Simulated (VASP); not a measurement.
Set up this calculation in VASP 6.6.1, as the native input.

| Property | Result |
| --- | --- |
| Task | single point |
| Functional | PBE |
| Potentials or basis | VASP PAW PBE potentials, release 64 (Sn_d, O) |
| Cutoff | 520 eV |
| k mesh | 10 × 10 × 8 |
| Occupations | gaussian, width 0.01 eV |
| Spin | no spin polarisation |
| Dipole correction | no |
| Further INCAR settings | ALGO = Normal; EDIFF = 1e-06; NBANDS = 28 |

The structure of SnO lies in POSCAR:

```
SnO
1.0
    3.8682628244      0.0000000000      0.0000000000
    0.0000000000      3.8682628244      0.0000000000
    0.2026496077      0.0000000000      5.0662401931
Sn O
2 2
Direct
   -0.0103744506      0.5000000000      0.2286842416
    0.5103744506      0.0000000000      0.7713157584
    0.5013215890      0.5000000000      0.0000690302
   -0.0013215890      0.0000000000     -0.0000690302
```

This cell differs from its parent crystal: shear of c along a, cell held: +4.0 %, then relaxed in part.

One way to write it, as run:

INCAR

```
PREC = Accurate
ENCUT = 520
EDIFF = 1E-6
ISMEAR = 0
SIGMA = 0.01
LREAL = False
LASPH = True
NELM = 80
ALGO = Normal
ISIF = 2
LWAVE = False
LCHARG = True
GGA = PE
LELF = True
LVHAR = True
NBANDS = 28
```

KPOINTS

```
Automatic mesh
0
Gamma
  10 10 8
```

Potentials or basis: VASP PAW PBE potentials, release 64 (Sn_d, O).

Launch:

```console
$ cat potpaw_PBE.64/Sn_d/POTCAR potpaw_PBE.64/O/POTCAR > POTCAR
$ mpirun -np 1 vasp_std > vasp.out
```

It gave:

```json
{
 "Pressure": "0.3 GPa",
 "Largest force": "0.077 eV/Å",
 "Band gap on the k mesh": "0.53 eV (least direct gap 1.90 eV)"
}
```

Caveat: the cell differs from its parent crystal (shear of c along a, cell held: +4.0 %, then relaxed in part); semilocal functionals underestimate gaps, and a narrow one can read as zero; spin-orbit coupling is left out, which moves the levels of the heavy elements.

It took 5.4 min on 1 thread of Intel(R) Xeon(R) 6975P-C (Granite Rapids), with other jobs on the host, peak memory 0.51 GiB.
